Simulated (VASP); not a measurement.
# CuO (Tenorite) (Cc) in VASP: a series of runs

The runs below take CuO (Tenorite) through electric field gradients, density of states, with PBE.

Everything below comes from runs of VASP 6.6.1. Logs are shortened: lines on timing, memory, paths and dates and some standing lists are left out, and cuts for length are marked.

**1. The cell of the first run**

It takes space group Cc (No. 9, monoclinic). Conventional cell: a = 4.689 Å, b = 3.427 Å, c = 5.132 Å, α = 90.00°, β = 99.65°, γ = 90.00°. Cu (site symmetry 1) has 4 O at 1.91 to 2.02 Å within 2.5 Å. O (site symmetry 1) has 4 Cu at 1.91 to 2.02 Å within 2.5 Å.

**2. Electric field gradients, PBE**

INCAR reads:

```
SYSTEM = CuO
PREC = Accurate
ENCUT = 520
EDIFF = 1E-8
ISMEAR = -1
SIGMA = 0.05
LREAL = .False.
LASPH = .True.
NELM = 80
ALGO = Normal
ISIF = 2
LWAVE = .False.
LCHARG = .False.
GGA = PE
LEFG = .True.
NBANDS = 25
```

KPOINTS reads:

```
Automatic mesh
0
Gamma
  10 10 5
  0 0 0
```

POSCAR reads:

```
CuO
1.0
    2.3446500000     -1.7134000000      0.0000000000
    2.3446500000      1.7134000000      0.0000000000
   -0.8605543552      0.0000000000      5.0594363927
Cu O
2 2
Direct
    0.4968000000      0.0032000000      0.5000000000
    0.0032000000      0.4968000000      0.0000000000
    0.4056000000      0.5714000000      0.7537000000
    0.5714000000      0.4056000000      0.2537000000
```

Potentials or basis: VASP PAW PBE potentials, release 64 (Cu, O).

Started as:

```bash
$ cat potpaw_PBE.64/Cu/POTCAR potpaw_PBE.64/O/POTCAR > POTCAR
$ mpirun -np 1 vasp_std > vasp.out
```

OUTCAR:

```text
SYSTEM = CuO
   PREC = Accurate
   ENCUT = 520
   EDIFF = 1E-8
   ISMEAR = -1
   LREAL = .False.
   LASPH = .True.
   NELM = 80
   ISIF = 2
   GGA = PE

 ion  position               nearest neighbor table
   1  0.497  0.003  0.500-   4 1.91   3 1.93   4 1.98   3 2.02
   2  0.003  0.497  0.000-   3 1.91   4 1.93   3 1.98   4 2.02
   3  0.406  0.571  0.754-   2 1.91   1 1.93   2 1.98   1 2.02
   4  0.571  0.406  0.254-   1 1.91   2 1.93   1 1.98   2 2.02

  LATTYP: Found a base centered monoclinic cell.
 ALAT       =     4.6893000000
 B/A-ratio  =     0.7307700510
 C/A-ratio  =     1.0944277397
 COS(beta)  =    -0.1676807457

  Lattice vectors:

 A1 = (   2.3446500000,  -1.7134000000,   0.0000000000)
 A2 = (   2.3446500000,   1.7134000000,   0.0000000000)
 A3 = (  -0.8605543552,   0.0000000000,   5.0594363927)

Analysis of symmetry for initial positions (statically):
=====================================================================
 Subroutine PRICEL returns:
 Original cell was already a primitive cell.

 Routine SETGRP: Setting up the symmetry group for a
 base centered monoclinic supercell.

 Subroutine GETGRP returns: Found  2 space group operations
 (whereof  1 operations were pure point group operations)
 out of a pool of  4 trial point group operations.

The static configuration has the point symmetry C_1 .
 The point group associated with its full space group is C_1h.

Analysis of symmetry for dynamics (positions and initial velocities):
=====================================================================
 Subroutine PRICEL returns:
 Original cell was already a primitive cell.

 Routine SETGRP: Setting up the symmetry group for a
 base centered monoclinic supercell.

 Subroutine GETGRP returns: Found  2 space group operations
 (whereof  1 operations were pure point group operations)
 out of a pool of  4 trial point group operations.

The dynamic configuration has the point symmetry C_1 .
 The point group associated with its full space group is C_1h.

 Subroutine INISYM returns: Found  2 space group operations
 (whereof  1 operations are pure point group operations),
 and found     1 'primitive' translations

----------------------------------------------------------------------------------------

                                     Primitive cell
[... 137 lines left out ...]
  ext. energy  EPLUGINS =         0.00000000
  ---------------------------------------------------
  free energy    TOTEN  =       -19.48857629 eV

  energy without entropy =      -19.46940261  energy(sigma->0) =      -19.47898945

 E-fermi :   5.6765     XC(G=0): -11.8989

 val. band max:        5.6592610050   @ k =  -0.2000   0.3000   0.4000
 cond. band min:       5.6789741713   @ k =  -0.4000   0.2000   0.4000
 fundamental gap:      0.0197131663
 Fermi energy:         5.6764874038

 k-point     1 :       0.0000    0.0000    0.0000
  band No.  band energies     occupation
      1     -14.2263      2.00000
      2     -12.9127      2.00000
      3      -2.4368      2.00000
      4       0.1488      2.00000
      5       0.5077      2.00000
      6       2.2989      2.00000
[... 661 lines left out ...]
     24      19.0330      0.00000
     25      20.1196      0.00000

 [... further k-points ...]
[... 5 lines left out ...]
  --------------------------------------------------------------------------------------
  -------------------------------------------------------------------------------------
  Total        1.5989817      1.7643101      1.4845315      0.0000000      0.0000000     -0.4630757
  in kB       63.0209791     69.5371021     58.5101308      0.0000000      0.0000000    -18.2512952
  external PRESSURE =      63.6894040 kB  Pullay stress =       0.0000000 kB

 VOLUME and BASIS-vectors are now :
 -----------------------------------------------------------------------------
  energy-cutoff  :      520.00
  volume of cell :       40.65
      direct lattice vectors                 reciprocal lattice vectors
     2.344650000 -1.713400000  0.000000000     0.213251445 -0.291817439  0.036271720
     2.344650000  1.713400000  0.000000000     0.213251445  0.291817439  0.036271720
    -0.860554355  0.000000000  5.059436393     0.000000000  0.000000000  0.197650474

 POSITION                                       TOTAL-FORCE (eV/Angst)
 -----------------------------------------------------------------------------------
      0.74205     -0.84573      2.52972        -0.652490     -0.363565      0.254718
      1.17233      0.84573      0.00000        -0.652490      0.363565      0.254718
      1.64212      0.28408      3.81330         0.652490     -0.265072     -0.254718
      2.07240     -0.28408      1.28358         0.652490      0.265072     -0.254718
 -----------------------------------------------------------------------------------
    total drift:                               -0.000094      0.000000     -0.000530

  FREE ENERGIE OF THE ION-ELECTRON SYSTEM (eV)
  ---------------------------------------------------
  free  energy   TOTEN  =       -19.4885762865 eV

  energy  without entropy=      -19.4694026105  energy(sigma->0) =      -19.47898945

 Electric field gradients (V/A^2)
---------------------------------------------------------------------
 ion       V_xx      V_yy      V_zz      V_xy      V_xz      V_yz
---------------------------------------------------------------------
   1      -1.808   -12.238    14.046    17.953    -5.882     8.130
   2      -1.808   -12.238    14.046   -17.953    -5.882    -8.130
   3      12.651   -24.154    11.503    -4.071   -17.073    10.434
   4      12.651   -24.154    11.503     4.071   -17.073   -10.434
---------------------------------------------------------------------

 Electric field gradients after diagonalization (V/A^2)
 (convention: |V_zz| > |V_xx| > |V_yy|)
----------------------------------------------------------------------
 ion       V_xx      V_yy      V_zz     asymmetry (V_yy - V_xx)/ V_zz
----------------------------------------------------------------------
   1      16.440    11.666   -28.106       0.170
   2      16.440    11.666   -28.106       0.170
   3     -26.991    -4.066    31.057       0.738
   4     -26.991    -4.066    31.057       0.738
----------------------------------------------------------------------

           NMR quadrupolar parameters

 Cq : quadrupolar parameter    Cq=e*Q*V_zz/h
 eta: asymmetry parameters     (V_yy - V_xx)/ V_zz
 Q  : nuclear electric quadrupole moment in mb (millibarn)
----------------------------------------------------------------------
 ion       Cq(MHz)       eta       Q (mb)
----------------------------------------------------------------------
   1      -0.068       0.170       1.000
   2      -0.068       0.170       1.000
   3       0.075       0.738       1.000
   4       0.075       0.738       1.000
----------------------------------------------------------------------
```

It took 86 s on 1 thread of Intel Xeon Platinum 8488C (Sapphire Rapids), shared host; peak memory 0.24 GiB.

What came out:

```yaml
Free_energy: -19.4886 eV
Pressure: 6.4 GPa
Largest_force: 0.789 eV/Å
Band_gap_on_the_k_mesh: zero (band 17 reaches 5.95 eV, above the bottom of band 18 at 5.35 eV)
```

Forces in eV/Å, atoms in the order of the input:
```
Cu  -0.652 -0.364  0.255
Cu  -0.652  0.364  0.255
O    0.652 -0.265 -0.255
O    0.652  0.265 -0.255
```

Stress tensor (GPa, compression positive):
```
 6.30  0.00 -1.83
 0.00  6.95  0.00
-1.83  0.00  5.85
```

Electric field gradients, principal values (V/Å²):
| atom | least | middle | greatest (by size) |
| --- | --- | --- | --- |
| 1 Cu | 11.666 | 16.440 | -28.106 |
| 2 Cu | 11.666 | 16.440 | -28.106 |
| 3 O | -4.066 | -26.991 | 31.057 |
| 4 O | -4.066 | -26.991 | 31.057 |

Caveat: without QUAD_EFG the Cq values of the log hold for a quadrupole moment of 1 mb, not for the nuclei; semilocal functionals often make such compounds metallic where correlation or magnetic order opens a gap, which also shifts bond lengths. With open d or f shells a metallic result of PBE can be an artefact of self-interaction; +U or a hybrid may open a gap.

**3. Density of states, PBE**

POSCAR is that of step 2.

INCAR.step1 reads:

```
PREC = Accurate
ENCUT = 520
EDIFF = 1E-6
ISMEAR = -1
SIGMA = 0.05
LREAL = F
LASPH = T
NELM = 60
ALGO = Normal
ISIF = 2
LWAVE = F
LCHARG = T
LMAXMIX = 4
GGA = PE
NBANDS = 25
```

KPOINTS.step1 reads:

```
Automatic mesh
0
Gamma
  10 10 5
```

INCAR.step2 reads:

```
PREC = Accurate
ENCUT = 520
EDIFF = 1E-6
ISMEAR = -5
SIGMA = 0.05
LREAL = F
LASPH = T
NELM = 60
ALGO = Normal
ISIF = 2
LWAVE = F
LCHARG = F
LMAXMIX = 4
GGA = PE
LORBIT = 11
NBANDS = 25
NEDOS = 2001
ICHARG = 11
```

KPOINTS.step2 reads:

```
Automatic mesh
0
Gamma
  15 15 8
```

Potentials or basis: VASP PAW PBE potentials, release 64 (Cu, O).

Started as:

```bash
$ cat potpaw_PBE.64/Cu/POTCAR potpaw_PBE.64/O/POTCAR > POTCAR
$ cp INCAR.step1 INCAR
$ cp KPOINTS.step1 KPOINTS
$ mpirun -np 1 vasp_std > vasp.out
$ cp INCAR.step2 INCAR
$ cp KPOINTS.step2 KPOINTS
$ mpirun -np 1 vasp_std > vasp.out
```

OUTCAR:

```text
PREC = Accurate
   ENCUT = 520
   EDIFF = 1E-6
   ISMEAR = -5
   LREAL = F
   LASPH = T
   NELM = 60
   ISIF = 2
   GGA = PE
   LORBIT = 11
   ICHARG = 11

 ion  position               nearest neighbor table
   1  0.497  0.003  0.500-   4 1.91   3 1.93   4 1.98   3 2.02
   2  0.003  0.497  0.000-   3 1.91   4 1.93   3 1.98   4 2.02
   3  0.406  0.571  0.754-   2 1.91   1 1.93   2 1.98   1 2.02
   4  0.571  0.406  0.254-   1 1.91   2 1.93   1 1.98   2 2.02

  LATTYP: Found a base centered monoclinic cell.
 ALAT       =     4.6893000000
 B/A-ratio  =     0.7307700510
 C/A-ratio  =     1.0944277397
 COS(beta)  =    -0.1676807457

[... 876 lines left out ...]
  in kB       63.1679555     69.8183877     58.9358737      0.0000000      0.0000000    -18.1940206
  external PRESSURE =      63.9740723 kB  Pullay stress =       0.0000000 kB

 VOLUME and BASIS-vectors are now :
 -----------------------------------------------------------------------------
  energy-cutoff  :      520.00
  volume of cell :       40.65
      direct lattice vectors                 reciprocal lattice vectors
     2.344650000 -1.713400000  0.000000000     0.213251445 -0.291817439  0.036271720
     2.344650000  1.713400000  0.000000000     0.213251445  0.291817439  0.036271720
    -0.860554355  0.000000000  5.059436393     0.000000000  0.000000000  0.197650474

 POSITION                                       TOTAL-FORCE (eV/Angst)
 -----------------------------------------------------------------------------------
      0.74205     -0.84573      2.52972        -0.639553     -0.367120      0.253744
      1.17233      0.84573      0.00000        -0.639553      0.367120      0.253744
      1.64212      0.28408      3.81330         0.639553     -0.264710     -0.253744
      2.07240     -0.28408      1.28358         0.639553      0.264710     -0.253744
 -----------------------------------------------------------------------------------
    total drift:                               -0.001952      0.000000     -0.001231

  FREE ENERGIE OF THE ION-ELECTRON SYSTEM (eV)
  ---------------------------------------------------
  free  energy   TOTEN  =       -19.4805872859 eV

  energy  without entropy=      -19.4805872859  energy(sigma->0) =      -19.48058729

 total charge

# of ion       s       p       d       tot
------------------------------------------
    1        0.380   0.387   9.142   9.909
    2        0.380   0.387   9.142   9.909
    3        1.577   3.384   0.000   4.961
    4        1.577   3.384   0.000   4.961
--------------------------------------------------
tot          3.914   7.540  18.285  29.739
```

OUTCAR.step1:

```text
PREC = Accurate
   ENCUT = 520
   EDIFF = 1E-6
   ISMEAR = -1
   LREAL = F
   LASPH = T
[... 904 lines left out ...]
      0.74205     -0.84573      2.52972        -0.652531     -0.363573      0.254728
      1.17233      0.84573      0.00000        -0.652531      0.363573      0.254728
      1.64212      0.28408      3.81330         0.652531     -0.264924     -0.254728
      2.07240     -0.28408      1.28358         0.652531      0.264924     -0.254728
 -----------------------------------------------------------------------------------
    total drift:                               -0.000262      0.000000     -0.000500

  FREE ENERGIE OF THE ION-ELECTRON SYSTEM (eV)
  ---------------------------------------------------
  free  energy   TOTEN  =       -19.4885762751 eV

  energy  without entropy=      -19.4694027949  energy(sigma->0) =      -19.47898953
```

OSZICAR.step1:

```text
N       E                     dE             d eps       ncg     rms          rms(c)
DAV:   1     0.291374660776E+03    0.29137E+03   -0.16441E+04  7538   0.216E+03
DAV:   2     0.983498633919E+01   -0.28154E+03   -0.25957E+03  7177   0.394E+02
DAV:   3    -0.244657625163E+02   -0.34301E+02   -0.32508E+02  8635   0.153E+02
DAV:   4    -0.256044537805E+02   -0.11387E+01   -0.11332E+01  8661   0.300E+01
DAV:   5    -0.256260245984E+02   -0.21571E-01   -0.21561E-01  9238   0.366E+00    0.174E+01
DAV:   6    -0.228750105229E+02    0.27510E+01   -0.35054E+01 10048   0.150E+02    0.132E+01
DAV:   7    -0.194167810666E+02    0.34582E+01   -0.97923E+00  8559   0.114E+02    0.260E+00
DAV:   8    -0.195275662917E+02   -0.11079E+00   -0.15273E+00  7458   0.842E+00    0.164E+00
DAV:   9    -0.194946751986E+02    0.32891E-01   -0.59913E-02 12316   0.683E+00    0.574E-01
DAV:  10    -0.194891535052E+02    0.55217E-02   -0.13777E-02 10837   0.228E+00    0.334E-01
DAV:  11    -0.194885035694E+02    0.64994E-03   -0.67460E-03 10716   0.804E-01    0.493E-02
DAV:  12    -0.194885352630E+02   -0.31694E-04   -0.31449E-04  9085   0.190E-01    0.310E-02
DAV:  13    -0.194885788832E+02   -0.43620E-04   -0.50149E-05 10842   0.106E-01    0.121E-02
DAV:  14    -0.194885763970E+02    0.24862E-05   -0.14356E-06  6575   0.492E-02    0.583E-03
DAV:  15    -0.194885762751E+02    0.12192E-06   -0.27007E-06  6343   0.176E-02
   1 F= -.19488576E+02 E0= -.19478990E+02  d E =-.191735E-01
```

Run time: 2.8 min. Hardware: 1 thread of Intel Xeon 6975P-C (Granite Rapids), shared host; peak memory 0.47 GiB.

Results:

| Property | Result |
| --- | --- |
| Valence electrons inside the program's atomic spheres | Cu 9.91; O 4.96 |

Levels at points of the mesh, in eV from the Fermi level:
| k point | band 15 | band 16 | band 17 | band 18 | band 19 | band 20 |
| --- | --- | --- | --- | --- | --- | --- |
| (0.00, 0.00, 0.00) | -2.13 | -1.65 | 0.22 | 0.92 | 1.71 | 6.06 |
| (0.00, 0.00, 0.50) | -1.47 | -1.47 | 0.25 | 0.25 | 3.93 | 3.93 |

Caveat: semilocal functionals often make such compounds metallic where correlation or magnetic order opens a gap, which also shifts bond lengths; tetrahedron occupations give inexact forces and stress in metals.
